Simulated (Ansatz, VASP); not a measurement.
**VH: VASP beside Ansatz**

```xyz
4
Lattice="2.7356 0.0000 0.0000 -1.3678 2.3691 0.0000 0.0000 0.0000 4.9360" Properties=species:S:1:pos:R:3 pbc="T T T"
V     0.0000    0.0000    0.0000
V     0.0000    0.0000    2.4680
H     1.3678    0.7897    3.7020
H     0.0000    1.5794    1.2340
```

Alike in both runs: task single point; functional LDA; k mesh 9 × 9 × 4; collinear spin.

|  | VASP | Ansatz |
| --- | --- | --- |
| version | VASP 6.6.1 | Ansatz 0.2.0 |
| potentials or method | VASP PAW LDA potentials, release 64 (V_sv, H) | plane waves, PAW |
| plane-wave cutoff (eV) | 520 | 420 |
| occupations | methfessel-paxton of order 1, width 0.1 eV | cold, width 0.1 eV |
| valence electrons in the cell | 28 | 28 |

|  | VASP | Ansatz | Ansatz less VASP |
| --- | --- | --- | --- |
| gap on the k mesh at the Fermi level (eV) | none | none | - |
| net moment per atom (μB) | 0.00 | 0.00 | 0.000 |

LDA's correlation is that of Perdew and Zunger in VASP and of Perdew and Wang (1992) in Ansatz. A gap of «none» marks a metal or a gap that the smearing closes. Ansatz's warnings: seeded moment not kept, stability check not made.
